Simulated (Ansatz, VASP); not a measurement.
## One calculation of AlN, two programs

```
Al N
1.0
     0.00000    2.01887    2.01887
     2.01887    0.00000    2.01887
     2.01887    2.01887    0.00000
Al N
1 1
Direct
  0.00000 0.00000 0.00000
  0.50000 0.50000 0.50000
```

Alike in both runs: task single point; functional PBE; k mesh 8 × 8 × 8; no spin polarisation.

```csv
,VASP,Ansatz
version,VASP 6.6.1,Ansatz 0.2.0
potentials or method,"VASP PAW PBE potentials, release 64 (Al, N)","plane waves, PAW"
plane-wave cutoff (eV),520,420
occupations,"gaussian, width 0.01 eV",fixed
valence electrons in the cell,8,8
```

|  | VASP | Ansatz | Ansatz less VASP |
| --- | --- | --- | --- |
| gap on the k mesh at the Fermi level (eV) | 4.65 | 4.67 | +0.023 |
